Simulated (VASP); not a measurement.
Wanted: the native input for a VASP 6.6.1 run.

* Task: single point
* Functional: r2SCAN
* Potentials or basis: VASP PAW PBE potentials, release 64 (B, As)
* Cutoff: 520 eV
* k mesh: 10 × 10 × 10
* Occupations: gaussian, width 0.01 eV
* Spin: no spin polarisation
* Dipole correction: no
* Further INCAR settings: ALGO = Normal; EDIFF = 1e-06; NBANDS = 11

The system is BAs.

```xyz
2
Lattice="0.0000 2.3919 2.3919 2.3919 0.0000 2.3919 2.3919 2.3919 0.0000" Properties=species:S:1:pos:R:3 pbc="T T T"
B     0.0000    0.0000    0.0000
As    1.1959    1.1959    1.1959
```

One way to write it, as run:

POSCAR

```
BAs
1.0
    0.0000000000      2.3918700258      2.3918700258
    2.3918700258      0.0000000000      2.3918700258
    2.3918700258      2.3918700258      0.0000000000
B As
1 1
Direct
    0.0000000000      0.0000000000      0.0000000000
    0.2500000000      0.2500000000      0.2500000000
```

INCAR.step1

```
SYSTEM = BAs
PREC = Accurate ; ENCUT = 520
ISMEAR = 0 ; SIGMA = 0.01
LREAL = .FALSE. ; LASPH = .TRUE.
NELM = 100 ; NBANDS = 11
GGA = PE ; ALGO = Normal
EDIFF = 1E-4 ; LWAVE = .TRUE.
LCHARG = .FALSE.
```

INCAR.step2

```
SYSTEM = BAs
PREC = Accurate ; ENCUT = 520
EDIFF = 1E-6 ; ISMEAR = 0
SIGMA = 0.01 ; LREAL = .FALSE.
LASPH = .TRUE. ; NELM = 100
ALGO = Normal ; ISIF = 2
LWAVE = .FALSE. ; LCHARG = .TRUE.
METAGGA = R2SCAN ; LMIXTAU = .TRUE.
LELF = .TRUE. ; LVHAR = .TRUE.
NBANDS = 11 ; ISTART = 1
```

KPOINTS

```
regular mesh
0
G
  10 10 10
  0 0 0
```

Potentials or basis: VASP PAW PBE potentials, release 64 (B, As).

Launch:

```sh
$ cat potpaw_PBE.64/B/POTCAR potpaw_PBE.64/As/POTCAR > POTCAR
$ cp INCAR.step1 INCAR
$ mpirun -np 1 vasp_std > vasp.out
$ cp INCAR.step2 INCAR
$ mpirun -np 1 vasp_std > vasp.out
```

Results of the run:

```yaml
Pressure: 0.3 GPa
Band_gap_on_the_k_mesh: 1.37 eV, indirect (least direct gap 3.44 eV)
```

Caveat: the PAW data sets were made with another functional, which shifts forces and pressure a little.

It took 32 s on 1 thread of Intel(R) Xeon(R) 6975P-C (Granite Rapids) (shared host), peak memory 0.17 GiB.
